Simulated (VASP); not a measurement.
Sn, 2 atoms in the cell. It takes space group Fd-3m (No. 227, cubic). The conventional cell has a = 6.540 Å, b = 6.540 Å, c = 6.540 Å, α = 90.00°, β = 90.00°, γ = 90.00°. Sn (site symmetry -43m) has 4 Sn at 2.83 Å within 3.7 Å. 

- Program: VASP 6.6.1
- Task: relaxation of cell and atoms
- Functional: PBEsol
- Potentials or basis: VASP PAW PBE potentials, release 64 (Sn_d)
- Cutoff: 600 eV
- k mesh: 10 × 10 × 10
- Occupations: gaussian, width 0.05 eV
- Spin: no spin polarisation
- Dipole correction: no
- Further INCAR settings: ALGO = Normal; EDIFF = 1e-06; IBRION = 2; EDIFFG = -0.003; NSW = 80; ISIF = 3

Potentials or basis: VASP PAW PBE potentials, release 64 (Sn_d).

Run with:

```sh
$ cat potpaw_PBE.64/Sn_d/POTCAR > POTCAR
$ mpirun -np 1 vasp_std > vasp.out
```

Hardware: 1 thread of AMD EPYC 9R45 96-Core Processor (Zen 5), on a shared host.

Task: Estimate the wall time of this run.

Result: Wall time 76 s on 1 thread of AMD EPYC 9R45 96-Core Processor (Zen 5), with other jobs on the host, peak memory 0.24 GiB. Counts: scf iterations 25, k points 47, ion steps 4.
